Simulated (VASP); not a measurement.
Set up this calculation in VASP 6.6.1, as the native input.

```yaml
Task: single point
Functional: PBEsol
Potentials_or_basis: VASP PAW PBE potentials, release 64 (Mg, B)
Cutoff: 520 eV
k_mesh: 16 × 16 × 12
Occupations: fermi-dirac, width 0.1 eV
Spin: no spin polarisation
Dipole_correction: no
Further_INCAR_settings: ALGO = Normal; EDIFF = 1e-07; NBANDS = 11
```

The structure of MgB2 lies in POSCAR:

```
MgB2
1.0
    2.9951137153      0.0000000000      0.0000000000
   -1.4975568576      2.5938445646      0.0000000000
    0.0000000000      0.0000000000      3.3542978597
Mg B
1 2
Direct
    0.0000000000      0.0000000000      0.0000000000
    0.3333333333      0.6666666667      0.5000000000
    0.6666666667      0.3333333333      0.5000000000
```

One way to write it, as run:

INCAR

```
ALGO = Normal ; EDIFF = 1E-7
ENCUT = 520 ; GGA = PS
ISIF = 2 ; ISMEAR = -1
LASPH = T ; LCHARG = F
LREAL = F ; LWAVE = F
NBANDS = 11 ; NELM = 100
PREC = Accurate ; SIGMA = 0.1
```

KPOINTS

```
k-points
0
Gamma
  16 16 12
```

Potentials or basis: VASP PAW PBE potentials, release 64 (Mg, B).

The run is started by

```bash
$ cat potpaw_PBE.64/Mg/POTCAR potpaw_PBE.64/B/POTCAR > POTCAR
$ mpirun -np 1 vasp_std > vasp.out
```

It gave:

```
Pressure               : 15.1 GPa
Band gap on the k mesh : zero (bands 4 and 5 overlap by 3.38 eV)
```

Caveat: the cell stands under pressure; the PAW data sets were made with another functional, which shifts forces and pressure a little.

Run time: 81 s on 1 thread of Intel Xeon 8259CL (shared host), peak memory 0.19 GiB.
